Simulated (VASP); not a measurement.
Runs of VASP 6.6.1 on BN. The structure is that of space group P-3m1 (No. 164), or close to it. The cells are those of the table. 

| level | potentials or basis | cell | smearing | dipole correction | gap on the mesh (eV) | largest force (eV/Å) |
| --- | --- | --- | --- | --- | --- | --- |
| PBEsol | VASP PAW PBE potentials, release 64 (B, N) | a = 2.504, b = 2.504, c = 25.529 Å, angles 90.0, 90.0, 120.0°, 8 atoms | methfessel-paxton 0.2 eV | yes | 4.33 | 0.03 |
| LDA | VASP PAW LDA potentials, release 64 (B, N) | a = 2.504, b = 2.504, c = 25.529 Å, angles 90.0, 90.0, 120.0°, 8 atoms | gaussian 0.05 eV | yes | 4.22 | (a) |
| PBEsol | VASP PAW PBE potentials, release 64 (B, N) | a = 2.504, b = 2.504, c = 25.529 Å, angles 90.0, 90.0, 120.0°, 8 atoms | gaussian 0.01 eV | yes | 4.32 | 0.03 |
| PBEsol | VASP PAW PBE potentials, release 64 (B, N) | a = 2.504, b = 2.504, c = 15.529 Å, angles 90.0, 90.0, 120.0°, 8 atoms | gaussian 0.05 eV | no | 4.32 | 0.03 |
| PBEsol | VASP PAW PBE potentials, release 64 (B, N) | a = 2.504, b = 2.504, c = 25.529 Å, angles 90.0, 90.0, 120.0°, 8 atoms | gaussian 0.05 eV | yes | 4.32 | 0.03 |

Alike in all rows: task single point; no spin polarisation; k mesh 12 × 12 × 1; cutoff (eV) 520.

Question: Estimate the missing entries.

Answer: (a) 0.05.

Caveats: the PAW data sets were made with another functional, which shifts forces and pressure a little (some runs).

A k mesh can miss the band edges.
